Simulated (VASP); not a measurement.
# TiSi16 (a cell with a defect) in VASP: further runs

Runs on TiSi16 (a cell with a defect). Level: PBE. Tasks: single point, relaxation of the atoms.

Everything below comes from runs of VASP 6.6.1. Logs are shortened: lines on timing, memory, paths and dates and some standing lists are left out, and cuts for length are marked.

**1. The cell of the first run**

The cell holds a defect, 17 atoms: a = 7.679 Å, b = 7.679 Å, c = 7.679 Å, α = 60.00°, β = 60.00°, γ = 60.00°.

**2. Single point, PBE**

INCAR

```
  PREC = Accurate
  ENCUT = 520
  EDIFF = 1E-6
  ISMEAR = -1
  SIGMA = 0.05
  LREAL = Auto
  LASPH = T
  NELM = 60
  ALGO = Normal
  ISIF = 2
  LWAVE = F
  LCHARG = T
  GGA = PE
  LELF = T
  LVHAR = T
  NBANDS = 52
```

KPOINTS

```
regular mesh
0
Gamma
  2 2 2
```

POSCAR

```
TiSi16
1.0
    0.0000000000      5.4300000000      5.4300000000
    5.4300000000      0.0000000000      5.4300000000
    5.4300000000      5.4300000000      0.0000000000
Si Ti
16 1
Direct
    0.0041654195      0.0038980193     -0.0119838126
    0.1288693043      0.1281699505      0.1214627528
    0.0040327279      0.0039259629      0.5040327279
    0.1249595423      0.1250551853      0.6249595423
   -0.0040341143      0.5011415151      0.0016820010
    0.1288607272      0.6214723315      0.1214216860
    0.0040198722      0.4880248785      0.5040198722
    0.1287445211      0.6212631736      0.6287445211
    0.5017650261     -0.0047355523      0.0017650261
    0.6217811117      0.1281770397      0.1217811117
    0.4880161874      0.0038980193      0.5041654195
    0.6214627528      0.1281699505      0.6288693043
    0.5017595541      0.5011311938      0.0017595541
    0.6253258784      0.6246317517      0.1253258784
    0.5016820010      0.5011415151      0.4959658857
    0.6214216860      0.6214723315      0.6288607272
    0.8751704525      0.8748109340      0.3751704525
```

Potentials or basis: VASP PAW PBE potentials, release 64 (Si, Ti_sv).

Launch:

```console
cat potpaw_PBE.64/Si/POTCAR potpaw_PBE.64/Ti_sv/POTCAR > POTCAR
mpirun -np 1 vasp_std > vasp.out
```

OUTCAR:

```text
PREC = Accurate
   ENCUT = 520
   EDIFF = 1E-6
   ISMEAR = -1
   LREAL = Auto
   LASPH = T
   NELM = 60
   ISIF = 2
   GGA = PE

 ion  position               nearest neighbor table
   1  0.004  0.004  0.988-   4 2.28  10 2.40   2 2.40   6 2.40  17 2.43
   2  0.129  0.128  0.121-   9 2.34   5 2.34   1 2.40   3 2.40  17 2.75
   3  0.004  0.004  0.504-   4 2.28   2 2.40  12 2.40   8 2.40  17 2.43
   4  0.125  0.125  0.625-   7 2.28   3 2.28   1 2.28  11 2.28
   5  0.996  0.501  0.002-  14 2.32   8 2.34   6 2.34   2 2.34
   6  0.129  0.621  0.121-  13 2.34   5 2.34   1 2.40   7 2.40  17 2.75
   7  0.004  0.488  0.504-   4 2.28   6 2.40  16 2.40   8 2.40  17 2.43
   8  0.129  0.621  0.629-   5 2.34  15 2.34   3 2.40   7 2.40  17 2.75
   9  0.502  0.995  0.002-  14 2.32  12 2.34   2 2.34  10 2.34
  10  0.622  0.128  0.122-   9 2.34  13 2.34  11 2.40   1 2.40  17 2.75
  11  0.488  0.004  0.504-   4 2.28  10 2.40  12 2.40  16 2.40  17 2.43
  12  0.621  0.128  0.629-   9 2.34  15 2.34  11 2.40   3 2.40  17 2.75
  13  0.502  0.501  0.002-  14 2.32   6 2.34  16 2.34  10 2.34
  14  0.625  0.625  0.125-   9 2.32  13 2.32   5 2.32  15 2.32
  15  0.502  0.501  0.496-  14 2.32   8 2.34  16 2.34  12 2.34
  16  0.621  0.621  0.629-  13 2.34  15 2.34  11 2.40   7 2.40  17 2.75
  17  0.875  0.875  0.375-   7 2.43   3 2.43   1 2.43  11 2.43  10 2.75   2 2.75  12 2.75   6 2.75
                            16 2.75   8 2.75

  LATTYP: Found a face centered cubic cell.
 ALAT       =    10.8600000000

  Lattice vectors:

 A1 = (   0.0000000000,   5.4300000000,   5.4300000000)
 A2 = (   5.4300000000,   0.0000000000,   5.4300000000)
 A3 = (   5.4300000000,   5.4300000000,   0.0000000000)

Analysis of symmetry for initial positions (statically):
=====================================================================
 Subroutine PRICEL returns:
 Original cell was already a primitive cell.

 Routine SETGRP: Setting up the symmetry group for a
 face centered cubic supercell.

 Subroutine GETGRP returns: Found  2 space group operations
 (whereof  1 operations were pure point group operations)
 out of a pool of 48 trial point group operations.

The static configuration has the point symmetry C_1 .
 The point group associated with its full space group is C_1h.

Analysis of symmetry for dynamics (positions and initial velocities):
=====================================================================
 Subroutine PRICEL returns:
 Original cell was already a primitive cell.

 Routine SETGRP: Setting up the symmetry group for a
 face centered cubic supercell.

 Subroutine GETGRP returns: Found  2 space group operations
 (whereof  1 operations were pure point group operations)
 out of a pool of 48 trial point group operations.

The dynamic configuration has the point symmetry C_1 .
 The point group associated with its full space group is C_1h.

 Subroutine INISYM returns: Found  2 space group operations
 (whereof  1 operations are pure point group operations),
 and found     1 'primitive' translations

----------------------------------------------------------------------------------------

                                     Primitive cell

  volume of cell :     320.2060

  direct lattice vectors                    reciprocal lattice vectors
     0.000000000  5.430000000  5.430000000    -0.092081031  0.092081031  0.092081031
     5.430000000  0.000000000  5.430000000     0.092081031 -0.092081031  0.092081031
     5.430000000  5.430000000  0.000000000     0.092081031  0.092081031 -0.092081031

  length of vectors
     7.679179644  7.679179644  7.679179644     0.159489025  0.159489025  0.159489025

  position of ions in fractional coordinates (direct lattice)
     0.004165419  0.003898019  0.988016187
     0.128869304  0.128169951  0.121462753
     0.004032728  0.003925963  0.504032728
     0.124959542  0.125055185  0.624959542
     0.995965886  0.501141515  0.001682001
     0.128860727  0.621472332  0.121421686
[... 9 lines left out ...]
     0.621421686  0.621472332  0.628860727
     0.875170453  0.874810934  0.375170453

  ion indices of the primitive-cell ions
   primitive index   ion index
                 1           1
                 2           2
                 3           3
                 4           4
                 5           5
                 6           6
[... 9 lines left out ...]
                16          16
                17          17

----------------------------------------------------------------------------------------

 KPOINTS: regular mesh

Automatic generation of k-mesh.
 Grid dimensions read from file:
 generate k-points for:    2    2    2

 Generating k-lattice:

  Cartesian coordinates                     Fractional coordinates (reciprocal lattice)
    -0.046040516  0.046040516  0.046040516     0.500000000  0.000000000  0.000000000
     0.046040516 -0.046040516  0.046040516     0.000000000  0.500000000  0.000000000
     0.046040516  0.046040516 -0.046040516     0.000000000  0.000000000  0.500000000

  Length of vectors
     0.079744512  0.079744512  0.079744512

  Shift w.r.t. Gamma in fractional coordinates (k-lattice)
     0.000000000  0.000000000  0.000000000

 Subroutine IBZKPT returns following result:
 ===========================================

 Found      6 irreducible k-points:

 Following reciprocal coordinates:
            Coordinates               Weight
  0.000000  0.000000  0.000000      1.000000
  0.500000  0.000000  0.000000      2.000000
  0.000000  0.500000  0.000000      1.000000
  0.500000  0.500000  0.500000      1.000000
  0.500000  0.500000  0.000000      2.000000
  0.500000  0.000000  0.500000      1.000000
   k-points           NKPTS =      6   k-points in BZ     NKDIM =      6   number of bands    NBANDS=     52
   number of dos      NEDOS =    301   number of ions     NIONS =     17
   total plane-waves  NPLWV = 216000
   dimension x,y,z NGX =    60 NGY =   60 NGZ =   60
   dimension x,y,z NGXF=   120 NGYF=  120 NGZF=  120
   ions per type =              16   1
   NGX,Y,Z   is equivalent  to a cutoff of  12.99, 12.99, 12.99 a.u.
   NGXF,Y,Z  is equivalent  to a cutoff of  25.98, 25.98, 25.98 a.u.
 SYSTEM =  unknown system
   PREC   = accura    normal or accurate (medium, high low for compatibility)
   ISTART =      0    job   : 0-new  1-cont  2-samecut
   ICHARG =      2    charge: 1-file 2-atom 10-const
   ISPIN  =      1    spin polarized calculation?
   LNONCOLLINEAR =      F non collinear calculations
   LSORBIT =      F    spin-orbit coupling
   LASPH  =      T    aspherical Exc in radial PAW
   ENCUT  =  520.0 eV  38.22 Ry    6.18 a.u.  14.28 14.28 14.28*2*pi/ulx,y,z
   NELM   =     60;   NELMIN=  2; NELMDL= -5     # of ELM steps
   EDIFF  = 0.1E-05   stopping-criterion for ELM
   LREAL  =      T    real-space projection
   EDIFFG = 0.1E-04   stopping-criterion for IOM
   NSW    =      0    number of steps for IOM
   IBRION =     -1    ionic relax: 0-MD 1-quasi-New 2-CG
   NFREE  =      0    steps in history (QN), initial steepest desc. (CG)
   ISIF   =      2    stress and relaxation
   ISYM   =      2    0-nonsym 1-usesym 2-fastsym
   POTIM  = 0.5000    time-step for ionic-motion
   TEBEG  =    0.0;   TEEND  =   0.0 temperature during run
   PSTRESS=    0.0 pullay stress
   NELECT =      76.0000    total number of electrons
   NUPDOWN=      -1.0000    fix difference up-down
   EMIN   =  10.00;   EMAX   =-10.00  energy-range for DOS
   EFERMI =   0.00;   METHOD = LEGACY
   ISMEAR =    -1;   SIGMA  =   0.05  broadening in eV -4-tet -1-fermi 0-gaus
   EFERMI_NEDOS =   21; number of points for ismear=-14 and -15
   IALGO  =     38    algorithm
   IMIX   =      4    mixing-type and parameters
     AMIX     =   0.40;   BMIX     =  1.00
     AMIX_MAG =   1.60;   BMIX_MAG =  1.00
  volume/ion in A,a.u.               =      18.84       127.11
  Fermi-wavevector in a.u.,A,eV,Ry     =   1.013607  1.915439 13.978610  1.027399
  Thomas-Fermi vector in A             =   2.146786
   LORBIT       =      0    0 simple, 1 ext, 2 COOP (PROOUT), +10 PAW based schemes
   GGA     = PE    functional components
   LHFCALC =     F    Hartree Fock is set to
   AEXX    =    0.0000 exact exchange contribution
   IVDW    =     0    specifies the selected vdW correction
   LEPSILON=     F    determine dielectric tensor
   LRPA    =     F    only Hartree local field effects (RPA)
 non-spin polarized calculation
  energy-cutoff  :      520.00
  volume of cell :      320.21
 maximum number of plane-waves:      8646
 NGX is ok and might be reduce to    60
   NGX = 29   NGY = 29   NGZ = 29

 number of electron      75.9999998 magnetization

 Free energy of the ion-electron system (eV)
  ---------------------------------------------------
  ext. energy  EPLUGINS =         0.00000000
  ---------------------------------------------------
  free energy    TOTEN  =       -92.26414503 eV

  energy without entropy =      -92.16657513  energy(sigma->0) =      -92.21536008

 E-fermi :   6.9250     XC(G=0):  -9.7507

 val. band max:        6.8975896438   @ k =   0.5000   0.0000   0.5000
 cond. band min:       6.9654613880   @ k =   0.5000   0.5000   0.5000
 fundamental gap:      0.0678717442
 Fermi energy:         6.9249687803

 k-point     1 :       0.0000    0.0000    0.0000
  band No.  band energies     occupation
      1     -49.8529      2.00000
      2     -26.2271      2.00000
      3     -26.2271      2.00000
      4     -26.2268      2.00000
      5      -5.7205      2.00000
      6      -3.5171      2.00000
[... 42 lines left out ...]
     49       8.1737      0.00000
     50       8.4921      0.00000

 k-point     2 :       0.5000    0.0000    0.0000
  band No.  band energies     occupation
      1     -49.8529      2.00000
      2     -26.2271      2.00000
      3     -26.2271      2.00000
      4     -26.2268      2.00000
      5      -5.0135      2.00000
      6      -4.8007      2.00000
[... 42 lines left out ...]
     49       9.2848      0.00000
     50       9.8911      0.00000

 k-point     3 :       0.0000    0.5000    0.0000
  band No.  band energies     occupation
      1     -49.8529      2.00000
      2     -26.2271      2.00000
      3     -26.2271      2.00000
      4     -26.2268      2.00000
      5      -5.0149      2.00000
      6      -4.7990      2.00000
[... 42 lines left out ...]
     49       9.2853      0.00000
     50       9.8925      0.00000

 k-point     4 :       0.5000    0.5000    0.5000
  band No.  band energies     occupation
      1     -49.8529      2.00000
      2     -26.2271      2.00000
      3     -26.2271      2.00000
      4     -26.2268      2.00000
      5      -5.0148      2.00000
      6      -4.7992      2.00000
[... 42 lines left out ...]
     49       9.2854      0.00000
     50       9.8922      0.00000

 k-point     5 :       0.5000    0.5000    0.0000
  band No.  band energies     occupation
      1     -49.8529      2.00000
      2     -26.2271      2.00000
      3     -26.2271      2.00000
      4     -26.2268      2.00000
      5      -4.6949      2.00000
      6      -4.6000      2.00000
[... 42 lines left out ...]
     49       9.8741      0.00000
     50      10.5397      0.00000

 k-point     6 :       0.5000    0.0000    0.5000
  band No.  band energies     occupation
      1     -49.8529      2.00000
      2     -26.2271      2.00000
      3     -26.2271      2.00000
      4     -26.2268      2.00000
      5      -4.6946      2.00000
      6      -4.6002      2.00000
[... 42 lines left out ...]
     49       9.8742      0.00000
     50      10.5402      0.00000
 [bands above 50 left out]

------------------------ aborting loop because EDIFF is reached ----------------------------------------

  FORCE on cell =-STRESS in cart. coord.  units (eV):
  Direction    XX          YY          ZZ          XY          YZ          ZX
  --------------------------------------------------------------------------------------
  -------------------------------------------------------------------------------------
  Total        8.0457178      8.0684972      8.0457178      0.0000481      0.0000481     -0.0069352
  in kB       40.2574159     40.3713944     40.2574159      0.0002407      0.0002406     -0.0347011
  external PRESSURE =      40.2954087 kB  Pullay stress =       0.0000000 kB

 VOLUME and BASIS-vectors are now :
 -----------------------------------------------------------------------------
  energy-cutoff  :      520.00
  volume of cell :      320.21
      direct lattice vectors                 reciprocal lattice vectors
     0.000000000  5.430000000  5.430000000    -0.092081031  0.092081031  0.092081031
     5.430000000  0.000000000  5.430000000     0.092081031 -0.092081031  0.092081031
     5.430000000  5.430000000  0.000000000     0.092081031  0.092081031 -0.092081031

 POSITION                                       TOTAL-FORCE (eV/Angst)
 -----------------------------------------------------------------------------------
      5.38609      5.38755      0.04378         0.010564      0.019734     -0.011807
      1.35551      1.35930      1.39572         0.005202      0.000353      0.001067
      2.75822      2.75880      0.04322        -0.016624     -0.006527     -0.016624
      4.07258      4.07206      1.35758        -0.000216      0.000965     -0.000216
      2.73033      5.41723      8.12929        -0.004950      0.003009      0.005137
      4.03391      1.35903      4.07431         0.000444      0.001056     -0.005617
[... 9 lines left out ...]
      6.78931      6.78903      6.74891        -0.005617      0.001056      0.000444
      6.78740      6.78935      9.50240         0.001102     -0.004910      0.001102
 -----------------------------------------------------------------------------------
    total drift:                                0.001161     -0.001974      0.001161

  FREE ENERGIE OF THE ION-ELECTRON SYSTEM (eV)
  ---------------------------------------------------
  free  energy   TOTEN  =       -92.2641450279 eV

  energy  without entropy=      -92.1665751253  energy(sigma->0) =      -92.21536008
```

It took 3.7 min on 1 thread of AMD EPYC 7R43 (Zen 3), shared host; peak memory 0.43 GiB.

What came out:

- Free energy: -92.2641 eV
- Pressure: 4.0 GPa
- Largest force: 0.025 eV/Å
- Band gap on the k mesh: zero (bands 38 and 39 overlap by 0.44 eV)

Forces in eV/Å, atoms in the order of the input:
```
Si   0.011  0.020 -0.012
Si   0.005  0.000  0.001
Si  -0.017 -0.007 -0.017
Si   0.000  0.001  0.000
Si  -0.005  0.003  0.005
Si   0.000  0.001 -0.006
Si   0.016 -0.008  0.016
Si   0.000 -0.009  0.000
Si   0.002 -0.004  0.002
Si   0.000 -0.012  0.000
Si  -0.012  0.020  0.011
Si   0.001  0.000  0.005
Si  -0.002 -0.004 -0.002
Si   0.000 -0.002  0.000
Si   0.005  0.003 -0.005
Si  -0.006  0.001  0.000
Ti   0.001 -0.005  0.001
```

Caveat: the k points lie up to 0.50 Å⁻¹ apart.

(Part 1 of 2 ends here.)
